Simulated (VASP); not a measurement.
LiH4BrO2: electric field gradients with PBE

Crystal: LiH4BrO2.

```
Li H Br O
1.0
     5.26453    0.00000    0.00000
     2.62822    5.78503    0.00000
     0.88072    2.69711    5.69542
Li H Br O
2 8 2 4
Direct
  0.30640 0.38535 0.48033
  0.69360 0.61465 0.51967
  0.03122 0.86180 0.27785
  0.96878 0.13820 0.72215
  0.79651 0.34662 0.28165
  0.20349 0.65338 0.71835
  0.58486 0.61532 0.13142
  0.41514 0.38468 0.86858
  0.92654 0.76563 0.13429
  0.07346 0.23437 0.86571
  0.24927 0.12358 0.22848
  0.75073 0.87642 0.77152
  0.98427 0.72131 0.29385
  0.01573 0.27869 0.70615
  0.61682 0.47803 0.29001
  0.38318 0.52197 0.70999
```

```json
{
  "Program": "VASP 6.6.1",
  "Task": "electric field gradients",
  "Functional": "PBE",
  "Potentials or basis": "VASP PAW PBE potentials, release 64 (Li_sv, H, Br, O)",
  "Cutoff": "520 eV",
  "k mesh": "5 × 4 × 4",
  "Occupations": "fermi-dirac, width 0.02 eV",
  "Spin": "no spin polarisation",
  "Dipole correction": "no",
  "Further INCAR settings": "LREAL = Auto; ALGO = Normal; EDIFF = 1e-08; NBANDS = 40"
}
```

| Property | Result |
| --- | --- |
| Largest force | 0.399 eV/Å |
| Band gap on the k mesh | 4.58 eV |
| Largest electric field gradient by atom | Li -0.9; H +36.4, +35.9, +38.8, +36.3 (each value once); Br +35.4; O -134.5, -136.5 (each value once) V/Å² |

Forces on the atoms (eV/Å):
```
Li   0.006 -0.006  0.006
Li  -0.006  0.006 -0.006
H    0.231  0.289  0.015
H   -0.231 -0.289 -0.015
H    0.209 -0.305  0.031
H   -0.209  0.305 -0.031
H   -0.011  0.187 -0.353
H    0.011 -0.187  0.353
H   -0.148 -0.102 -0.328
H    0.148  0.102  0.328
Br   0.041  0.002  0.012
Br  -0.041 -0.002 -0.012
O   -0.080 -0.173  0.294
O    0.080  0.173 -0.294
O   -0.214  0.113  0.295
O    0.214 -0.113 -0.295
```

Levels at points of the mesh, in eV from the valence-band top:
```tsv
k point	band 22	band 23	band 24	band 25	band 26	band 27	band 28	band 29	band 30	band 31
(0.00, 0.00, 0.00)	-0.63	-0.51	-0.41	-0.18	0.00	4.58	6.81	7.86	8.03	8.40
(0.00, 0.50, 0.00)	-0.96	-0.68	-0.49	-0.32	-0.09	6.06	6.58	7.70	8.55	8.63
(0.00, 0.00, 0.50)	-0.67	-0.64	-0.50	-0.30	-0.16	5.73	7.00	7.51	8.28	8.29
(0.00, 0.50, 0.50)	-0.97	-0.70	-0.42	-0.36	-0.10	6.02	6.76	7.52	8.04	8.59
```

Electric field gradients, principal values (V/Å²):
```csv
atom,least,middle,greatest (by size)
1 Li,0.252,0.641,-0.893
2 Li,0.252,0.641,-0.893
3 H,-15.940,-20.476,36.416
4 H,-15.940,-20.476,36.416
5 H,-15.793,-20.069,35.862
6 H,-15.793,-20.069,35.862
7 H,-17.421,-21.407,38.828
8 H,-17.421,-21.407,38.828
9 H,-15.888,-20.447,36.336
10 H,-15.888,-20.447,36.336
11 Br,-1.905,-33.525,35.430
12 Br,-1.905,-33.525,35.430
13 O,15.062,119.481,-134.543
14 O,15.062,119.481,-134.543
15 O,15.579,120.966,-136.545
16 O,15.579,120.966,-136.545
```

Wall time 24 min on 1 thread of AMD EPYC 7R13, with other jobs on the host, peak memory 0.36 GiB.

Caveat: without QUAD_EFG the Cq values of the log hold for a quadrupole moment of 1 mb, not for the nuclei.
